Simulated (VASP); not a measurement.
# Si (P6_3/mmc) in VASP: a series of runs

Runs on Si. Level: PBE. Tasks: single point.

All numbers are computed with VASP 6.6.1; they aren't measurements. Logs are shortened: lines on timing, memory, paths and dates and some standing lists are left out, and cuts for length are marked.

## Step 1: The cell of the first run

Symmetry: P6_3/mmc, No. 194, hexagonal system. The conventional cell has a = 2.394 Å, b = 2.394 Å, c = 4.067 Å, α = 90.00°, β = 90.00°, γ = 120.00°. Si (site symmetry -6m2) has 12 Si at 2.39 to 2.46 Å within 3.2 Å.

This isn't the form of Si at room conditions, which is diamond.

## Step 2: Single point, PBE

The input, INCAR:

```
SYSTEM = Si
ALGO     = Normal         ! electronic algorithm
EDIFF    = 1E-6           ! SCF threshold, eV
ENCUT    = 500            ! plane-wave cutoff, eV
GGA      = PE             ! functional
GGA_COMPAT= .False.      
ISIF     = 2              ! what is computed and relaxed
ISMEAR   = 1              ! smearing method
LASPH    = .True.         ! aspherical terms in the spheres
LCHARG   = .True.         ! write CHGCAR
LELF     = .True.         ! ELF
LREAL    = .False.        ! projectors in reciprocal space
LVHAR    = .True.       
LWAVE    = .False.        ! write WAVECAR
NBANDS   = 11             ! bands
NELM     = 120            ! most SCF steps
PREC     = Accurate       ! precision mode
SIGMA    = 0.1            ! smearing width, eV
```

The input, KPOINTS:

```
k-points
0
Gamma
  13 13 7
  0 0 0
```

The input, POSCAR:

```
Si
1.0
    2.3941084497      0.0000000000      0.0000000000
   -1.1970542249      2.0733586518      0.0000000000
    0.0000000000      0.0000000000      4.0672415234
Si
2
Direct
    0.3333333333      0.6666666667      0.2500000000
    0.6666666667      0.3333333333      0.7500000000
```

Potentials or basis: VASP PAW PBE potentials, release 64 (Si).

Started as:

```sh
$ cat potpaw_PBE.64/Si/POTCAR > POTCAR
$ mpirun -np 1 vasp_std > vasp.out
```

OUTCAR:

```text
SYSTEM = Si
   EDIFF = 1E-6
   ENCUT = 500
   GGA = PE
   ISIF = 2
   ISMEAR = 1
   LASPH = .True.
   LREAL = .False.
   NELM = 120
   PREC = Accurate

 ion  position               nearest neighbor table
   1  0.333  0.667  0.250-   2 2.46   2 2.46   2 2.46   2 2.46   2 2.46   2 2.46
   2  0.667  0.333  0.750-   1 2.46   1 2.46   1 2.46   1 2.46   1 2.46   1 2.46

  LATTYP: Found a hexagonal cell.
 ALAT       =     2.3941084497
 C/A-ratio  =     1.6988543372

  Lattice vectors:

 A1 = (   2.3941084497,   0.0000000000,   0.0000000000)
 A2 = (  -1.1970542249,   2.0733586518,   0.0000000000)
 A3 = (   0.0000000000,   0.0000000000,   4.0672415234)

Analysis of symmetry for initial positions (statically):
=====================================================================
 Subroutine PRICEL returns:
 Original cell was already a primitive cell.

 Routine SETGRP: Setting up the symmetry group for a
 hexagonal supercell.

 Subroutine GETGRP returns: Found 24 space group operations
 (whereof 12 operations were pure point group operations)
 out of a pool of 24 trial point group operations.

The static configuration has the point symmetry D_3d.
 The point group associated with its full space group is D_6h.

Analysis of symmetry for dynamics (positions and initial velocities):
=====================================================================
 Subroutine PRICEL returns:
 Original cell was already a primitive cell.

 Routine SETGRP: Setting up the symmetry group for a
 hexagonal supercell.

 Subroutine GETGRP returns: Found 24 space group operations
 (whereof 12 operations were pure point group operations)
 out of a pool of 24 trial point group operations.

The dynamic configuration has the point symmetry D_3d.
 The point group associated with its full space group is D_6h.

 Subroutine INISYM returns: Found 24 space group operations
 (whereof 12 operations are pure point group operations),
 and found     1 'primitive' translations

----------------------------------------------------------------------------------------

                                     Primitive cell

  volume of cell :      20.1892

  direct lattice vectors                    reciprocal lattice vectors
     2.394108450  0.000000000  0.000000000     0.417692022  0.241154611  0.000000000
    -1.197054225  2.073358652  0.000000000     0.000000000  0.482309223  0.000000000
     0.000000000  0.000000000  4.067241523     0.000000000  0.000000000  0.245866884

  length of vectors
[... 86 lines left out ...]
   IBRION =     -1    ionic relax: 0-MD 1-quasi-New 2-CG
   NFREE  =      0    steps in history (QN), initial steepest desc. (CG)
   ISIF   =      2    stress and relaxation
   ISYM   =      2    0-nonsym 1-usesym 2-fastsym
   POTIM  = 0.5000    time-step for ionic-motion
   TEBEG  =    0.0;   TEEND  =   0.0 temperature during run
   PSTRESS=    0.0 pullay stress
   NELECT =       8.0000    total number of electrons
   NUPDOWN=      -1.0000    fix difference up-down
   EMIN   =  10.00;   EMAX   =-10.00  energy-range for DOS
   EFERMI =   0.00;   METHOD = LEGACY
   ISMEAR =     1;   SIGMA  =   0.10  broadening in eV -4-tet -1-fermi 0-gaus
   EFERMI_NEDOS =   21; number of points for ismear=-14 and -15
   IALGO  =     38    algorithm
   IMIX   =      4    mixing-type and parameters
     AMIX     =   0.40;   BMIX     =  1.00
     AMIX_MAG =   1.60;   BMIX_MAG =  1.00
  volume/ion in A,a.u.               =      10.09        68.12
  Fermi-wavevector in a.u.,A,eV,Ry     =   1.202446  2.272293 19.672328  1.445875
  Thomas-Fermi vector in A             =   2.338227
   LORBIT       =      0    0 simple, 1 ext, 2 COOP (PROOUT), +10 PAW based schemes
   GGA     = PE    functional components
   LHFCALC =     F    Hartree Fock is set to
   AEXX    =    0.0000 exact exchange contribution
   IVDW    =     0    specifies the selected vdW correction
   LEPSILON=     F    determine dielectric tensor
   LRPA    =     F    only Hartree local field effects (RPA)
 non-spin polarized calculation
 Methfessel and Paxton  Order N= 1 SIGMA  =   0.10
  energy-cutoff  :      500.00
  volume of cell :       20.19
 maximum number of plane-waves:       543
 NGX is ok and might be reduce to    18
   NGX =  9   NGY =  9   NGZ = 15

 number of electron       8.0000000 magnetization

 Free energy of the ion-electron system (eV)
  ---------------------------------------------------
  ext. energy  EPLUGINS =         0.00000000
  ---------------------------------------------------
  free energy    TOTEN  =        -8.50715404 eV

  energy without entropy =       -8.50725893  energy(sigma->0) =       -8.50718900

 E-fermi :  15.5419     XC(G=0): -12.7097

 val. band max:       15.5076907133   @ k =   0.3846   0.2308   0.0000
 cond. band min:      15.6368693297   @ k =   0.1538   0.0769   0.4286
 fundamental gap:      0.1291786163
 Fermi energy:        15.5419421922

 k-point     1 :       0.0000    0.0000    0.0000
  band No.  band energies     occupation
      1      -2.5617      2.00000
      2       5.8614      2.00000
      3       6.1359      2.00000
      4      27.6588      0.00000
      5      27.6722      0.00000
      6      27.6722      0.00000
      7      27.7967      0.00000
      8      27.7967      0.00000
      9      30.4776      0.00000
     10      32.6412      0.00000
     11      33.7054      0.00000
[... 309 lines left out ...]
 k-point    24 :       0.1538    0.0000    0.1429
  band No.  band energies     occupation
      1      -1.5868      2.00000
      2       4.5270      2.00000
      3       9.2792      2.00000
      4      20.5185      0.00000
      5      24.2614      0.00000
      6      25.1308      0.00000
      7      25.6788      0.00000
      8      28.0017      0.00000
      9      29.3575      0.00000
     10      30.3223      0.00000
     11      32.9110      0.00000

 [... further k-points ...]
[... 5 lines left out ...]
  --------------------------------------------------------------------------------------
  -------------------------------------------------------------------------------------
  Total        8.8381678      8.8381671      8.4338213     -0.0000000      0.0000000      0.0000000
  in kB      701.3819889    701.3819313    669.2937414     -0.0000000      0.0000000      0.0000000
  external PRESSURE =     690.6858872 kB  Pullay stress =       0.0000000 kB

 VOLUME and BASIS-vectors are now :
 -----------------------------------------------------------------------------
  energy-cutoff  :      500.00
  volume of cell :       20.19
      direct lattice vectors                 reciprocal lattice vectors
     2.394108450  0.000000000  0.000000000     0.417692022  0.241154611  0.000000000
    -1.197054225  2.073358652  0.000000000     0.000000000  0.482309223  0.000000000
     0.000000000  0.000000000  4.067241523     0.000000000  0.000000000  0.245866884

 POSITION                                       TOTAL-FORCE (eV/Angst)
 -----------------------------------------------------------------------------------
     -0.00000      1.38224      1.01681         0.000000      0.000000      0.000000
      1.19705      0.69112      3.05043        -0.000000     -0.000000      0.000000
 -----------------------------------------------------------------------------------
    total drift:                                0.000000     -0.000000     -0.000000

  FREE ENERGIE OF THE ION-ELECTRON SYSTEM (eV)
  ---------------------------------------------------
  free  energy   TOTEN  =        -8.5071540434 eV

  energy  without entropy=       -8.5072589257  energy(sigma->0) =       -8.50718900
```

It took 9.7 s on 1 thread of Intel Xeon Platinum 8375C at 2.90GHz (Ice Lake), shared host; peak memory 0.13 GiB.

What came out:

```yaml
Free_energy: -8.5072 eV
Pressure: 69.1 GPa
Band_gap_on_the_k_mesh: zero (bands 4 and 5 overlap by 15.24 eV)
```

Stress tensor (GPa, compression positive):
```
70.14  0.00  0.00
 0.00 70.14  0.00
 0.00  0.00 66.93
```

Levels at points of the mesh, in eV from the Fermi level:
| k point | band 1 | band 2 | band 3 | band 4 | band 5 | band 6 | band 7 | band 8 | band 9 |
| --- | --- | --- | --- | --- | --- | --- | --- | --- | --- |
| (0.00, 0.00, 0.00) | -18.10 | -9.68 | -9.41 | 12.12 | 12.13 | 12.13 | 12.25 | 12.25 | 14.94 |

Caveat: the cell stands under pressure.

## Step 3: Single point, PBE

This run uses another cell than the first one, of 10.31 Å³/atom.

The input, INCAR:

```
PREC = Accurate ; ENCUT = 500
EDIFF = 1E-6 ; ISMEAR = 1
SIGMA = 0.1 ; LREAL = False
LASPH = True ; NELM = 120
ALGO = Normal ; ISIF = 2
LWAVE = False ; LCHARG = True
GGA = PE ; LELF = True
LVHAR = True ; NBANDS = 11
GGA_COMPAT = False
```

The input, KPOINTS:

```
Automatic mesh
0
Gamma
  13 13 7
```

The input, POSCAR:

```
Si
1.0
    2.4109689239      0.0000000000      0.0000000000
   -1.2054844619      2.0879602501      0.0000000000
    0.0000000000      0.0000000000      4.0958850130
Si
2
Direct
    0.3333333333      0.6666666667      0.2500000000
    0.6666666667      0.3333333333      0.7500000000
```

Potentials or basis: VASP PAW PBE potentials, release 64 (Si).

Started as:

```sh
$ cat potpaw_PBE.64/Si/POTCAR > POTCAR
$ mpirun -np 1 vasp_std > vasp.out
```

It took 10 s on 1 thread of Intel Xeon Platinum 8375C at 2.90GHz (Ice Lake), shared host; peak memory 0.13 GiB.

It converged, with:

- Free energy: -8.6825 eV
- Pressure: 61.8 GPa
- Band gap on the k mesh: zero (bands 4 and 5 overlap by 15.05 eV)

Stress tensor (GPa, compression positive):
```
62.78  0.00  0.00
 0.00 62.78  0.00
 0.00  0.00 59.95
```

Levels at points of the mesh, in eV from the Fermi level:
| k point | band 2 | band 3 | band 4 | band 5 | band 6 | band 7 |
| --- | --- | --- | --- | --- | --- | --- |
| (0.00, 0.00, 0.00) | -9.53 | -9.34 | 11.91 | 11.91 | 12.02 | 12.12 |

Caveat: the cell stands under pressure.

## Step 4: Single point, PBE

This run uses another cell than the first one, of 10.74 Å³/atom.

The input, INCAR:

```
SYSTEM = Si
  PREC = Accurate
  ENCUT = 500
  EDIFF = 1E-6
  ISMEAR = 1
  SIGMA = 0.1
  LREAL = .False.
  LASPH = .True.
  NELM = 120
  ALGO = Normal
  ISIF = 2
  LWAVE = .False.
  LCHARG = .True.
  GGA = PE
  LELF = .True.
  LVHAR = .True.
  NBANDS = 11
  GGA_COMPAT = .False.
```

The input, KPOINTS:

```
Automatic mesh
0
Gamma
  13 13 7
  0 0 0
```

The input, POSCAR:

```
Si
1.0
    2.4440000000      0.0000000000      0.0000000000
   -1.2220000000      2.1165660000      0.0000000000
    0.0000000000      0.0000000000      4.1520000000
Si
2
Direct
    0.3333333333      0.6666666667      0.2500000000
    0.6666666667      0.3333333333      0.7500000000
```

Potentials or basis: VASP PAW PBE potentials, release 64 (Si).

Started as:

```sh
$ cat potpaw_PBE.64/Si/POTCAR > POTCAR
$ mpirun -np 1 vasp_std > vasp.out
```

OUTCAR:

```text
SYSTEM = Si
   PREC = Accurate
   ENCUT = 500
   EDIFF = 1E-6
   ISMEAR = 1
   LREAL = .False.
   LASPH = .True.
   NELM = 120
   ISIF = 2
   GGA = PE

 ion  position               nearest neighbor table
   1  0.333  0.667  0.250-   2 2.51   2 2.51   2 2.51   2 2.51   2 2.51   2 2.51
   2  0.667  0.333  0.750-   1 2.51   1 2.51   1 2.51   1 2.51   1 2.51   1 2.51

  LATTYP: Found a hexagonal cell.
 ALAT       =     2.4440000000
 C/A-ratio  =     1.6988543372

  Lattice vectors:

 A1 = (   2.4440000000,   0.0000000000,   0.0000000000)
 A2 = (  -1.2220000000,   2.1165660000,   0.0000000000)
 A3 = (   0.0000000000,   0.0000000000,   4.1520000000)

Analysis of symmetry for initial positions (statically):
=====================================================================
 Subroutine PRICEL returns:
 Original cell was already a primitive cell.

 Routine SETGRP: Setting up the symmetry group for a
 hexagonal supercell.

 Subroutine GETGRP returns: Found 24 space group operations
 (whereof 12 operations were pure point group operations)
 out of a pool of 24 trial point group operations.

The static configuration has the point symmetry D_3d.
 The point group associated with its full space group is D_6h.

[... 167 lines left out ...]
 Fermi energy:        14.5564946978

 k-point     1 :       0.0000    0.0000    0.0000
  band No.  band energies     occupation
      1      -2.9076      2.00000
      2       5.3090      2.00000
      3       5.3470      2.00000
      4      26.0484      0.00000
      5      26.0484      0.00000
      6      26.3969      0.00000
      7      26.4331      0.00000
      8      26.4332      0.00000
      9      28.5656      0.00000
     10      30.8721      0.00000
     11      31.9326      0.00000
[... 309 lines left out ...]
 k-point    24 :       0.1538    0.0000    0.1429
  band No.  band energies     occupation
      1      -1.9709      2.00000
      2       3.9158      2.00000
      3       8.4903      2.00000
      4      19.2944      0.00000
      5      22.8362      0.00000
      6      23.8611      0.00000
      7      24.3406      0.00000
      8      26.3412      0.00000
      9      27.7788      0.00000
     10      28.6572      0.00000
     11      31.1197      0.00000

 [... further k-points ...]
[... 5 lines left out ...]
  --------------------------------------------------------------------------------------
  -------------------------------------------------------------------------------------
  Total        6.7403783      6.7403778      6.3488876      0.0000000      0.0000000      0.0000000
  in kB      502.8106800    502.8106387    473.6067247      0.0000000      0.0000000      0.0000000
  external PRESSURE =     493.0760145 kB  Pullay stress =       0.0000000 kB

 VOLUME and BASIS-vectors are now :
 -----------------------------------------------------------------------------
  energy-cutoff  :      500.00
  volume of cell :       21.48
      direct lattice vectors                 reciprocal lattice vectors
     2.444000000  0.000000000  0.000000000     0.409165303  0.236231707  0.000000000
    -1.222000000  2.116566000  0.000000000     0.000000000  0.472463415  0.000000000
     0.000000000  0.000000000  4.152000000     0.000000000  0.000000000  0.240847784

 POSITION                                       TOTAL-FORCE (eV/Angst)
 -----------------------------------------------------------------------------------
     -0.00000      1.41104      1.03800         0.000000      0.000000      0.000000
      1.22200      0.70552      3.11400        -0.000000     -0.000000      0.000000
 -----------------------------------------------------------------------------------
    total drift:                                0.000000     -0.000000     -0.000000

  FREE ENERGIE OF THE ION-ELECTRON SYSTEM (eV)
  ---------------------------------------------------
  free  energy   TOTEN  =        -8.9795059947 eV

  energy  without entropy=       -8.9795608811  energy(sigma->0) =       -8.97952429
```

stdout:

```text
POSCAR found type information on POSCAR Si
 POSCAR found :  1 types and       2 ions
 scaLAPACK will be used
 LDA part: xc-table for (Slater+PW92), standard interpolation
 POSCAR, INCAR and KPOINTS ok, starting setup
 FFT: planning ... GRIDC
 FFT: planning ... GRID_SOFT
 FFT: planning ... GRID
 WAVECAR not read
 entering main loop
```

It took 11 s on 1 thread of Intel Xeon Platinum 8375C at 2.90GHz (Ice Lake), shared host; peak memory 0.13 GiB.

Results:

* Free energy: -8.9795 eV
* Pressure: 49.3 GPa
* Band gap on the k mesh: zero (bands 4 and 5 overlap by 14.65 eV)

Stress tensor (GPa, compression positive):
```
50.28  0.00  0.00
 0.00 50.28  0.00
 0.00  0.00 47.36
```

Levels at points of the mesh, in eV from the Fermi level:
```csv
k point,band 1,band 2,band 3,band 4,band 5,band 6,band 7,band 8
"(0.00, 0.00, 0.00)",-17.46,-9.25,-9.21,11.49,11.49,11.84,11.88,11.88
```

Caveat: the cell stands under pressure.

## Step 5: The runs side by side

| cell | gap on the mesh (eV) | pressure (GPa) |
| --- | --- | --- |
| a = 2.394, b = 2.394, c = 4.067 Å, angles 90.0, 90.0, 120.0°, 2 atoms | none | 69.1 |
| a = 2.411, b = 2.411, c = 4.096 Å, angles 90.0, 90.0, 120.0°, 2 atoms | none | 61.8 |
| a = 2.444, b = 2.444, c = 4.152 Å, angles 90.0, 90.0, 120.0°, 2 atoms | none | 49.3 |

Alike in all rows: task single point; level PBE; potentials or basis VASP PAW PBE potentials, release 64 (Si); no spin polarisation; k mesh 13 × 13 × 7; cutoff (eV) 500; smearing methfessel-paxton 0.1 eV.

Caveats: the cell stands under pressure.

Absolute energies hang on the potentials; compare differences alone.
